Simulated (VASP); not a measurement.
Input of a VASP 6.6.1 run:

Contents of INCAR:

```
SYSTEM = SnSe2
PREC     = Accurate       ! precision mode
ENCUT    = 500            ! plane-wave cutoff, eV
EDIFF    = 1E-6           ! SCF threshold, eV
ISMEAR   = 0              ! smearing method
SIGMA    = 0.03           ! smearing width, eV
LREAL    = .False.        ! projectors in reciprocal space
LASPH    = .True.         ! aspherical terms in the spheres
NELM     = 120            ! most SCF steps
ALGO     = Normal         ! electronic algorithm
ISIF     = 2              ! what is computed and relaxed
LWAVE    = .False.        ! write WAVECAR
LCHARG   = .False.        ! write CHGCAR
GGA      = PE             ! functional
IVDW     = 12             ! dispersion correction
NBANDS   = 20             ! bands
GGA_COMPAT= .False.
```

The input KPOINTS:

```
regular mesh
0
Gamma
  12 12 6
  0 0 0
```

File POSCAR:

```
SnSe2
1.0
    4.0320000000      0.0000000000      0.0000000000
   -2.0160000000      3.4918144280      0.0000000000
    0.0000000000      0.0000000000      6.6590000000
Sn Se
1 2
Direct
    0.0000000000      0.0000000000      0.0000000000
    0.3333333333      0.6666666667      0.2651331237
    0.6666666667      0.3333333333      0.7348668763
```

Potentials or basis: VASP PAW PBE potentials, release 64 (Sn_d, Se).

Run with:

```bash
$ cat potpaw_PBE.64/Sn_d/POTCAR potpaw_PBE.64/Se/POTCAR > POTCAR
$ mpirun -np 1 vasp_std > vasp.out
```

(1) Predict the band gap on the k mesh.

(2) Estimate the pressure.

(3) Predict the largest force.

(4) Estimate the dispersion energy per atom.

Answers

(1) 0.14 eV (least direct gap 0.44 eV).

(2) -8.2 GPa.

(3) 1.392 eV/Å.

(4) -0.295 eV.

Caveat: the cell stands under tension; spin-orbit coupling is left out, which moves the levels of the heavy elements; forces of over 1 eV/Å act on the atoms, so gaps and moduli don't describe the material at rest.
